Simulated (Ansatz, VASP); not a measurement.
# MgS: VASP beside Ansatz

```
CELL_PARAMETERS angstrom
3.69410 0.00000 0.00000
0.00000 3.69410 0.00000
0.00000 0.00000 5.23307
ATOMIC_POSITIONS crystal
Mg 0.50000 0.00000 0.74998
Mg 0.00000 0.50000 0.25002
S 0.50000 0.00000 0.24994
S 0.00000 0.50000 0.75006
```

Alike in both runs: functional PBE; k mesh 6 × 6 × 4; occupations gaussian, width 0.1 eV; no spin polarisation.

Ansatz relaxed the structure, and its values are those at the end. VASP's run is a single point on that final structure, the one shown.

```csv
,VASP,Ansatz
version,VASP 6.6.1,Ansatz 0.2.0
potentials or method,"VASP PAW PBE potentials, release 64 (Mg, S), cutoff 520 eV","scalar-relativistic, plane waves, PAW"
valence electrons in the cell,16,32
```

```csv
,VASP,Ansatz,Ansatz less VASP
gap on the k mesh at the Fermi level (eV),2.74,2.75,+0.015
least direct gap on the mesh (eV),2.75,2.76,+0.015
pressure (GPa),-0.2,0.1,+0.30
```

VASP's potentials hold 16 valence electrons a cell and Ansatz's 32, so a difference there can come from the potentials and not from the codes.
